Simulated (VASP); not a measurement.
Wanted: the native input for a VASP 6.6.1 run.

- Task: single point
- Functional: PBE
- Potentials or basis: VASP PAW PBE potentials, release 64 (Rb_sv, Si)
- Cutoff: 520 eV
- k mesh: 8 × 8 × 8
- Occupations: gaussian, width 0.1 eV
- Spin: no spin polarisation
- Dipole correction: no
- Further INCAR settings: ALGO = Normal; EDIFF = 1e-07; NBANDS = 26

The structure of RbSi6 lies in POSCAR:

```
RbSi6
1.0
   -3.4018481016      3.4018481016      3.4018481016
    3.4018481016     -3.4018481016      3.4018481016
    3.4018481016      3.4018481016     -3.4018481016
Rb Si
1 6
Direct
    0.0000000000      0.0000000000      0.0000000000
    0.7500000000      0.2500000000      0.5000000000
    0.2500000000      0.7500000000      0.5000000000
    0.5000000000      0.2500000000      0.7500000000
    0.7500000000      0.5000000000      0.2500000000
    0.5000000000      0.7500000000      0.2500000000
    0.2500000000      0.5000000000      0.7500000000
```

These files were run (other wordings do the same):

INCAR

```
SYSTEM = RbSi6
  PREC = Accurate
  ENCUT = 520
  EDIFF = 1E-7
  ISMEAR = 0
  SIGMA = 0.1
  LREAL = .False.
  LASPH = .True.
  NELM = 60
  ALGO = Normal
  ISIF = 2
  LWAVE = .False.
  LCHARG = .True.
  GGA = PE
  LELF = .True.
  LVHAR = .True.
  NBANDS = 26
```

KPOINTS

```
regular mesh
0
Gamma
  8 8 8
  0 0 0
```

Potentials or basis: VASP PAW PBE potentials, release 64 (Rb_sv, Si).

Launch:

```sh
$ cat potpaw_PBE.64/Rb_sv/POTCAR potpaw_PBE.64/Si/POTCAR > POTCAR
$ mpirun -np 1 vasp_std > vasp.out
```

Results of the run:

```yaml
Pressure: 0.0 GPa
```

It took 120 s on 1 thread of AMD EPYC 9R45 96-Core Processor (Zen 5), on a shared host, peak memory 0.33 GiB.
